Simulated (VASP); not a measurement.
Runs of VASP 6.6.1 on Re. The structure is that of space group P6_3/mmc (No. 194), or close to it. The cells are those of the table. 

| level | U | cell | gap on the mesh (eV) | pressure (GPa) |
| --- | --- | --- | --- | --- |
| PBE | - | a = 2.775, b = 2.775, c = 4.484 Å, angles 90.0, 90.0, 120.0°, 2 atoms | none | -0.5 |
| PBE | - | a = 2.747, b = 2.747, c = 4.439 Å, angles 90.0, 90.0, 120.0°, 2 atoms | none | 11.5 |
| PBE | - | a = 2.802, b = 2.802, c = 4.529 Å, angles 90.0, 90.0, 120.0°, 2 atoms | none | -10.8 |
| PBE | - | a = 2.830, b = 2.830, c = 4.570 Å, angles 90.0, 90.0, 120.0°, 2 atoms | none | (b) |
| PBE+U | Re d U = 5.0 eV | a = 2.866, b = 2.866, c = 4.625 Å, angles 90.0, 90.0, 120.0°, 2 atoms | none | (a) |

Alike in all rows: task single point; potentials or basis VASP PAW PBE potentials, release 64 (Re); no spin polarisation; k mesh 18 × 18 × 10; cutoff (eV) 520; smearing gaussian 0.1 eV.

Problem. Fill in the values left out.

Solution. (a) -24.7; (b) -19.4.

Caveats: spin-orbit coupling is left out, which moves the levels of the heavy elements; the cell stands under tension (at least some runs); the cell stands under pressure (at least some runs); U without spin polarisation on a metal has little footing (at least some runs); the U is typed as a test and isn't derived for this compound (at least some runs).

A k mesh can miss the band edges, and the runs leave out spin-orbit coupling on Re.

A gap of «none» marks levels without a gap at the run's occupations.
